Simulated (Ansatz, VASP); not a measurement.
One calculation of CdS, two programs

```
Cd S
1.0
     0.00000    2.83781    3.08342
     2.83781    0.00000    3.08342
     2.83781    2.83781    0.00000
Cd S
1 1
Direct
  0.00000 0.00000 0.00000
  0.25000 0.25000 0.25000
```

Change from the starting cell: epitaxial_xy strain -3.5%.

Alike in both runs: task single point; functional PBE; k mesh 8 × 8 × 8; occupations fermi-dirac, width 0.02 eV; no spin polarisation.

```csv
,VASP,Ansatz
version,VASP 6.6.1,Ansatz 0.2.0
potentials or method,"VASP PAW PBE potentials, release 64 (Cd, S)","plane waves, PAW"
plane-wave cutoff (eV),520,420
valence electrons in the cell,18,26
```

|  | VASP | Ansatz | Ansatz less VASP |
| --- | --- | --- | --- |
| gap on the k mesh at the Fermi level (eV) | 1.04 | 1.03 | -0.005 |
| pressure (GPa) | 2.9 | 2.6 | -0.36 |
| traceless stress, the component that is largest in VASP (GPa) | -1.13 | -1.15 | -0.027 |

VASP's potentials hold 18 valence electrons a cell and Ansatz's 26, so a difference there can come from the potentials and not from the codes.
